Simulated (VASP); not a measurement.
## SnO: single point with PBE+D3(BJ)

The system is SnO, a slab with vacuum.

```xyz
8
Lattice="3.8202 0.0000 0.0000 0.0000 3.8202 0.0000 0.0000 0.0000 22.2261" Properties=species:S:1:pos:R:3 pbc="T T T"
Sn    1.9101    0.0000    4.5000
Sn    0.0000    1.9101    6.8630
Sn    0.9550    2.8651   11.2630
Sn    2.8651    0.9550   13.6261
O     0.0000    0.0000    5.6815
O     1.9101    1.9101    5.6815
O     2.8651    2.8651   12.4446
O     0.9550    0.9550   12.4446
```

This cell differs from its parent crystal: layers slid over each other.

```
Program                : VASP 6.6.1
Task                   : single point
Functional             : PBE
Dispersion             : D3(BJ)
Potentials or basis    : VASP PAW PBE potentials, release 64 (Sn_d, O)
Cutoff                 : 520 eV
k mesh                 : 7 × 7 × 1
Occupations            : gaussian, width 0.05 eV
Spin                   : no spin polarisation
Dipole correction      : yes
Further INCAR settings : ALGO = Normal; EDIFF = 1e-06; NBANDS = 50
```

| Quantity | Value |
| --- | --- |
| Largest force | 0.140 eV/Å |
| Band gap on the k mesh | 2.58 eV (least direct gap 2.61 eV) |
| Dispersion energy per atom | -0.153 eV |

Forces on the atoms (eV/Å):
```
Sn  -0.002 -0.002 -0.084
Sn  -0.011 -0.011  0.139
Sn   0.011  0.011 -0.139
Sn   0.002  0.002  0.084
O    0.005 -0.013  0.005
O   -0.013  0.005  0.005
O    0.013 -0.005 -0.005
O   -0.005  0.013 -0.005
```

Levels at points of the mesh, in eV from the valence-band top:
| k point | band 38 | band 39 | band 40 | band 41 | band 42 | band 43 |
| --- | --- | --- | --- | --- | --- | --- |
| (0.00, 0.00, 0.00) | -1.89 | -0.50 | -0.03 | 2.58 | 2.92 | 2.92 |

Run time: 7.5 min on 1 thread of Intel(R) Xeon(R) Platinum 8488C (Sapphire Rapids), with other jobs on the host, peak memory 0.45 GiB.

Caveat: the cell differs from its parent crystal (layers slid over each other); spin-orbit coupling is left out, which moves the levels of the heavy elements.
